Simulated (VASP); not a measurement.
# Rb (Im-3m) in VASP: a series of runs

Runs on Rb. Level: PBE. Tasks: single point.

Program: VASP 6.6.1. These are calculated values, not measurements. Logs are shortened: lines on timing, memory, paths and dates and some standing lists are left out, and cuts for length are marked.

## 1. The cell of the first run

The structure is cubic, space group Im-3m (No. 229). The conventional cell has a = 5.672 Å, b = 5.672 Å, c = 5.672 Å, α = 90.00°, β = 90.00°, γ = 90.00°.

## 2. Single point, PBE

Contents of INCAR:

```
PREC = Accurate ; ENCUT = 520
EDIFF = 1E-6 ; ISMEAR = 1
SIGMA = 1.0 ; LREAL = F
LASPH = T ; NELM = 80
ALGO = Normal ; ISIF = 2
LWAVE = F ; LCHARG = F
GGA = PE ; NBANDS = 10
```

Contents of KPOINTS:

```
regular mesh
0
Gamma
  8 8 8
```

Contents of POSCAR:

```
Rb
1.0
   -2.8359049291      2.8359049291      2.8359049291
    2.8359049291     -2.8359049291      2.8359049291
    2.8359049291      2.8359049291     -2.8359049291
Rb
1
Direct
    0.0000000000      0.0000000000      0.0000000000
```

Potentials or basis: VASP PAW PBE potentials, release 64 (Rb_sv).

On the command line:

```bash
$ cat potpaw_PBE.64/Rb_sv/POTCAR > POTCAR
$ mpirun -np 1 vasp_std > vasp.out
```

OUTCAR:

```text
PREC = Accurate
   ENCUT = 520
   EDIFF = 1E-6
   ISMEAR = 1
   LREAL = F
   LASPH = T
   NELM = 80
   ISIF = 2
   GGA = PE

 ion  position               nearest neighbor table
   1  0.000  0.000  0.000-

  LATTYP: Found a body centered cubic cell.
 ALAT       =     5.6718098582

  Lattice vectors:

 A1 = (  -2.8359049291,   2.8359049291,   2.8359049291)
 A2 = (   2.8359049291,  -2.8359049291,   2.8359049291)
 A3 = (   2.8359049291,   2.8359049291,  -2.8359049291)

Analysis of symmetry for initial positions (statically):
=====================================================================
 Subroutine PRICEL returns:
 Original cell was already a primitive cell.

 Routine SETGRP: Setting up the symmetry group for a
 body centered cubic supercell.

 Subroutine GETGRP returns: Found 48 space group operations
 (whereof 48 operations were pure point group operations)
 out of a pool of 48 trial point group operations.

The static configuration has the point symmetry O_h .

Analysis of symmetry for dynamics (positions and initial velocities):
=====================================================================
 Subroutine PRICEL returns:
 Original cell was already a primitive cell.

 Routine SETGRP: Setting up the symmetry group for a
 body centered cubic supercell.

 Subroutine GETGRP returns: Found 48 space group operations
 (whereof 48 operations were pure point group operations)
 out of a pool of 48 trial point group operations.

The dynamic configuration has the point symmetry O_h .

 Subroutine INISYM returns: Found 48 space group operations
 (whereof 48 operations are pure point group operations),
 and found     1 'primitive' translations

----------------------------------------------------------------------------------------

                                     Primitive cell

  volume of cell :      91.2294

  direct lattice vectors                    reciprocal lattice vectors
    -2.835904929  2.835904929  2.835904929     0.000000000  0.176310565  0.176310565
     2.835904929 -2.835904929  2.835904929     0.176310565  0.000000000  0.176310565
     2.835904929  2.835904929 -2.835904929     0.176310565  0.176310565  0.000000000

  length of vectors
     4.911931423  4.911931423  4.911931423     0.249340792  0.249340792  0.249340792

  position of ions in fractional coordinates (direct lattice)
     0.000000000  0.000000000  0.000000000

  ion indices of the primitive-cell ions
   primitive index   ion index
                 1           1

----------------------------------------------------------------------------------------

 KPOINTS: regular mesh

Automatic generation of k-mesh.
 Grid dimensions read from file:
 generate k-points for:    8    8    8

 Generating k-lattice:

  Cartesian coordinates                     Fractional coordinates (reciprocal lattice)
     0.000000000  0.022038821  0.022038821     0.125000000  0.000000000  0.000000000
     0.022038821  0.000000000  0.022038821     0.000000000  0.125000000  0.000000000
     0.022038821  0.022038821  0.000000000     0.000000000  0.000000000  0.125000000

  Length of vectors
     0.031167599  0.031167599  0.031167599

  Shift w.r.t. Gamma in fractional coordinates (k-lattice)
     0.000000000  0.000000000  0.000000000

 Subroutine IBZKPT returns following result:
 ===========================================

 Found     29 irreducible k-points:

 Following reciprocal coordinates:
            Coordinates               Weight
  0.000000  0.000000  0.000000      1.000000
  0.125000  0.000000  0.000000     12.000000
  0.250000  0.000000  0.000000     12.000000
  0.375000  0.000000  0.000000     12.000000
  0.500000  0.000000  0.000000      6.000000
  0.125000  0.125000  0.000000     24.000000
[... 16 lines left out ...]
 -0.250000  0.250000  0.250000      6.000000
 -0.375000  0.375000  0.250000     24.000000
 [... further k-points ...]
   k-points           NKPTS =     29   k-points in BZ     NKDIM =     29   number of bands    NBANDS=     10
   number of dos      NEDOS =    301   number of ions     NIONS =      1
   total plane-waves  NPLWV =  64000
   dimension x,y,z NGX =    40 NGY =   40 NGZ =   40
   dimension x,y,z NGXF=    80 NGYF=   80 NGZF=   80
   ions per type =               1
   NGX,Y,Z   is equivalent  to a cutoff of  13.54, 13.54, 13.54 a.u.
   NGXF,Y,Z  is equivalent  to a cutoff of  27.08, 27.08, 27.08 a.u.
 SYSTEM =  unknown system
   PREC   = accura    normal or accurate (medium, high low for compatibility)
   ISTART =      0    job   : 0-new  1-cont  2-samecut
   ICHARG =      2    charge: 1-file 2-atom 10-const
   ISPIN  =      1    spin polarized calculation?
   LNONCOLLINEAR =      F non collinear calculations
   LSORBIT =      F    spin-orbit coupling
   LASPH  =      T    aspherical Exc in radial PAW
   ENCUT  =  520.0 eV  38.22 Ry    6.18 a.u.   9.13  9.13  9.13*2*pi/ulx,y,z
   NELM   =     80;   NELMIN=  2; NELMDL= -5     # of ELM steps
   EDIFF  = 0.1E-05   stopping-criterion for ELM
   LREAL  =      F    real-space projection
   EDIFFG = 0.1E-04   stopping-criterion for IOM
   NSW    =      0    number of steps for IOM
   IBRION =     -1    ionic relax: 0-MD 1-quasi-New 2-CG
   NFREE  =      0    steps in history (QN), initial steepest desc. (CG)
   ISIF   =      2    stress and relaxation
   ISYM   =      2    0-nonsym 1-usesym 2-fastsym
   POTIM  = 0.5000    time-step for ionic-motion
   TEBEG  =    0.0;   TEEND  =   0.0 temperature during run
   PSTRESS=    0.0 pullay stress
   NELECT =       9.0000    total number of electrons
   NUPDOWN=      -1.0000    fix difference up-down
   EMIN   =  10.00;   EMAX   =-10.00  energy-range for DOS
   EFERMI =   0.00;   METHOD = LEGACY
   ISMEAR =     1;   SIGMA  =   1.00  broadening in eV -4-tet -1-fermi 0-gaus
   EFERMI_NEDOS =   21; number of points for ismear=-14 and -15
   IALGO  =     38    algorithm
   IMIX   =      4    mixing-type and parameters
     AMIX     =   0.40;   BMIX     =  1.00
     AMIX_MAG =   1.60;   BMIX_MAG =  1.00
  volume/ion in A,a.u.               =      91.23       615.65
  Fermi-wavevector in a.u.,A,eV,Ry     =   0.756445  1.429474  7.785376  0.572209
  Thomas-Fermi vector in A             =   1.854567
   LORBIT       =      0    0 simple, 1 ext, 2 COOP (PROOUT), +10 PAW based schemes
   GGA     = PE    functional components
   LHFCALC =     F    Hartree Fock is set to
   AEXX    =    0.0000 exact exchange contribution
   IVDW    =     0    specifies the selected vdW correction
   LEPSILON=     F    determine dielectric tensor
   LRPA    =     F    only Hartree local field effects (RPA)
 non-spin polarized calculation
 Methfessel and Paxton  Order N= 1 SIGMA  =   1.00
  energy-cutoff  :      520.00
  volume of cell :       91.23
 maximum number of plane-waves:      2491
 NGX is ok and might be reduce to    40
   NGX = 19   NGY = 19   NGZ = 19

 number of electron       9.0000000 magnetization

 Free energy of the ion-electron system (eV)
  ---------------------------------------------------
  ext. energy  EPLUGINS =         0.00000000
  ---------------------------------------------------
  free energy    TOTEN  =        -0.93213393 eV

  energy without entropy =       -0.94979272  energy(sigma->0) =       -0.93802019

 E-fermi :   0.0199     XC(G=0):  -5.4603

 val. band max:       -0.0134921466   @ k =   0.2500   0.2500   0.0000
 cond. band min:       0.0852450010   @ k =   0.3750   0.1250  -0.0000
 fundamental gap:      0.0987371476
 Fermi energy:         0.0198867960

 k-point     1 :       0.0000    0.0000    0.0000
  band No.  band energies     occupation
      1     -28.8987      2.00000
      2     -12.9409      2.00000
      3     -12.9409      2.00000
      4     -12.9409      2.00000
      5      -1.9624      2.01692
      6       3.6813     -0.00000
      7       3.6813     -0.00000
      8       3.6813     -0.00000
      9       4.6149     -0.00000
     10       4.6149     -0.00000

 k-point     2 :       0.1250    0.0000    0.0000
  band No.  band energies     occupation
      1     -28.8981      2.00000
      2     -12.9550      2.00000
      3     -12.9455      2.00000
      4     -12.9408      2.00000
      5      -1.7793      2.02893
      6       3.3624     -0.00002
      7       3.4426     -0.00001
      8       3.8502     -0.00000
      9       4.3612     -0.00000
     10       4.5539     -0.00000

 k-point     3 :       0.2500    0.0000    0.0000
  band No.  band energies     occupation
      1     -28.8966      2.00000
      2     -12.9888      2.00000
      3     -12.9568      2.00000
      4     -12.9408      2.00000
      5      -1.2557      2.07017
      6       2.4692     -0.00290
      7       3.0186     -0.00019
      8       4.3440     -0.00000
      9       4.4360     -0.00000
     10       4.5329     -0.00000

 k-point     4 :       0.3750    0.0000    0.0000
  band No.  band energies     occupation
      1     -28.8951      2.00000
      2     -13.0219      2.00000
      3     -12.9680      2.00000
      4     -12.9408      2.00000
      5      -0.4731      1.73249
      6       1.5254     -0.05481
      7       2.7024     -0.00099
      8       4.4123     -0.00000
      9       4.7278     -0.00000
     10       5.1222     -0.00000

 k-point     5 :       0.5000    0.0000    0.0000
  band No.  band energies     occupation
      1     -28.8945      2.00000
      2     -13.0355      2.00000
      3     -12.9726      2.00000
      4     -12.9408      2.00000
      5       0.2458      0.62819
      6       0.7844      0.03917
      7       2.5901     -0.00168
      8       4.2527     -0.00000
      9       5.1617     -0.00000
     10       5.2320     -0.00000

 k-point     6 :       0.1250    0.1250    0.0000
  band No.  band energies     occupation
      1     -28.8970      2.00000
      2     -12.9783      2.00000
      3     -12.9509      2.00000
      4     -12.9442      2.00000
      5      -1.4252      2.06003
      6       2.8294     -0.00052
      7       3.0252     -0.00018
      8       4.1473     -0.00000
      9       4.1968     -0.00000
     10       4.7898     -0.00000
[... 183 lines left out ...]
 k-point    21 :      -0.3750   -0.3750    0.1250
  band No.  band energies     occupation
      1     -28.8933      2.00000
      2     -13.0098      2.00000
      3     -13.0098      2.00000
      4     -12.9597      2.00000
      5       1.1197     -0.06525
      6       1.1197     -0.06525
      7       1.4653     -0.06000
      8       4.2306     -0.00000
      9       4.2306     -0.00000
     10       4.6814     -0.00000

 k-point    22 :       0.2500    0.2500    0.2500
  band No.  band energies     occupation
      1     -28.8943      2.00000
      2     -12.9871      2.00000
      3     -12.9871      2.00000
      4     -12.9871      2.00000
      5       1.3025     -0.06996
      6       1.3025     -0.06996
      7       1.3025     -0.06996
      8       2.5847     -0.00173
      9       5.3394     -0.00000
     10       5.3394     -0.00000

 k-point    23 :      -0.2500    0.2500    0.2500
  band No.  band energies     occupation
      1     -28.8948      2.00000
      2     -12.9901      2.00000
      3     -12.9738      2.00000
      4     -12.9738      2.00000
      5      -0.6013      1.85862
      6       2.3358     -0.00506
      7       3.0476     -0.00016
      8       3.0476     -0.00016
      9       4.4390     -0.00000
     10       4.5591     -0.00000

 k-point    24 :      -0.3750    0.3750    0.2500
  band No.  band energies     occupation
      1     -28.8934      2.00000
      2     -13.0115      2.00000
      3     -12.9858      2.00000
      4     -12.9762      2.00000
      5       0.1190      0.83322
      6       1.6977     -0.03905
      7       2.9215     -0.00032
      8       2.9598     -0.00026
      9       4.0048     -0.00000
     10       5.1556     -0.00000

 [... further k-points ...]

------------------------ aborting loop because EDIFF is reached ----------------------------------------

  FORCE on cell =-STRESS in cart. coord.  units (eV):
  Direction    XX          YY          ZZ          XY          YZ          ZX
  --------------------------------------------------------------------------------------
  -------------------------------------------------------------------------------------
  Total        0.0010555      0.0010555      0.0010555     -0.0000000      0.0000000     -0.0000000
  in kB        0.0185361      0.0185361      0.0185361     -0.0000000      0.0000000     -0.0000000
  external PRESSURE =       0.0185361 kB  Pullay stress =       0.0000000 kB

 VOLUME and BASIS-vectors are now :
 -----------------------------------------------------------------------------
  energy-cutoff  :      520.00
  volume of cell :       91.23
      direct lattice vectors                 reciprocal lattice vectors
    -2.835904929  2.835904929  2.835904929     0.000000000  0.176310565  0.176310565
     2.835904929 -2.835904929  2.835904929     0.176310565  0.000000000  0.176310565
     2.835904929  2.835904929 -2.835904929     0.176310565  0.176310565  0.000000000

 POSITION                                       TOTAL-FORCE (eV/Angst)
 -----------------------------------------------------------------------------------
      0.00000      0.00000      0.00000        -0.000000     -0.000000     -0.000000
 -----------------------------------------------------------------------------------
    total drift:                               -0.000000      0.000000     -0.000000

  FREE ENERGIE OF THE ION-ELECTRON SYSTEM (eV)
  ---------------------------------------------------
  free  energy   TOTEN  =        -0.9321339299 eV

  energy  without entropy=       -0.9497927227  energy(sigma->0) =       -0.93802019
```

Run time: 38 s. Hardware: 1 thread of Intel Xeon 8259CL, shared host; peak memory 0.23 GiB.

What came out:

| Property | Result |
| --- | --- |
| Free energy | -0.9321 eV |
| Pressure | 0.0 GPa |
| Band gap on the k mesh | zero (an odd number of electrons rules out a gap without spin polarisation) |

Caveat: so wide a smearing shifts energies and pressures.

## 3. Single point, PBE

Contents of INCAR:

```
SYSTEM = Rb
PREC = Accurate
ENCUT = 520
EDIFF = 1E-6
ISMEAR = 1
SIGMA = 0.01
LREAL = .False.
LASPH = .True.
NELM = 60
ALGO = Normal
ISIF = 2
LWAVE = .False.
LCHARG = .False.
GGA = PE
NBANDS = 10
```

Contents of KPOINTS:

```
Automatic mesh
0
Gamma
  8 8 8
  0 0 0
```

POSCAR is that of step 2.

Potentials or basis: VASP PAW PBE potentials, release 64 (Rb_sv).

On the command line:

```bash
$ cat potpaw_PBE.64/Rb_sv/POTCAR > POTCAR
$ mpirun -np 1 vasp_std > vasp.out
```

Wall time 28 s (1 thread of Intel Xeon 8259CL, shared host); peak memory 0.23 GiB.

Results (log left out):

```yaml
Free_energy: -0.9289 eV
Pressure: 0.0 GPa
Band_gap_on_the_k_mesh: zero (an odd number of electrons rules out a gap without spin polarisation)
```

Levels at points of the mesh, in eV from the Fermi level:
| k point | band 2 | band 3 | band 4 | band 5 | band 6 | band 7 |
| --- | --- | --- | --- | --- | --- | --- |
| (0.00, 0.00, 0.00) | -13.02 | -13.02 | -13.02 | -2.04 | 3.60 | 3.60 |
| (0.50, 0.00, 0.00) | -13.12 | -13.05 | -13.02 | 0.17 | 0.70 | 2.51 |
| (0.50, 0.50, 0.50) | -13.09 | -13.09 | -13.09 | 1.19 | 1.19 | 3.17 |

## 4. Single point, PBE

INCAR, as its differences from that of step 3:

```diff
@@ -5,6 +5,6 @@
 ISMEAR = 1
-SIGMA = 0.01
+SIGMA = 0.1
 LREAL = .False.
 LASPH = .True.
-NELM = 60
+NELM = 80
 ALGO = Normal
```

Contents of KPOINTS:

```
regular mesh
0
Gamma
  8 8 8
  0 0 0
```

POSCAR is that of step 3.

On the command line:

```bash
$ cat potpaw_PBE.64/Rb_sv/POTCAR > POTCAR
$ mpirun -np 1 vasp_std > vasp.out
```

It took 30 s on 1 thread of Intel Xeon 8259CL, shared host; peak memory 0.23 GiB.

The run converged. Its results:

```
Free energy            : -0.9295 eV
Pressure               : 0.0 GPa
Band gap on the k mesh : zero (an odd number of electrons rules out a gap without spin polarisation)
```

Levels at points of the mesh, in eV from the Fermi level:
```tsv
k point	band 2	band 3	band 4	band 5	band 6	band 7
(0.00, 0.00, 0.00)	-12.98	-12.98	-12.98	-2.01	3.64	3.64
(0.50, 0.00, 0.00)	-13.08	-13.02	-12.98	0.20	0.74	2.55
(0.50, 0.50, 0.50)	-13.05	-13.05	-13.05	1.22	1.22	3.21
```

(Part 1 of 2 ends here.)
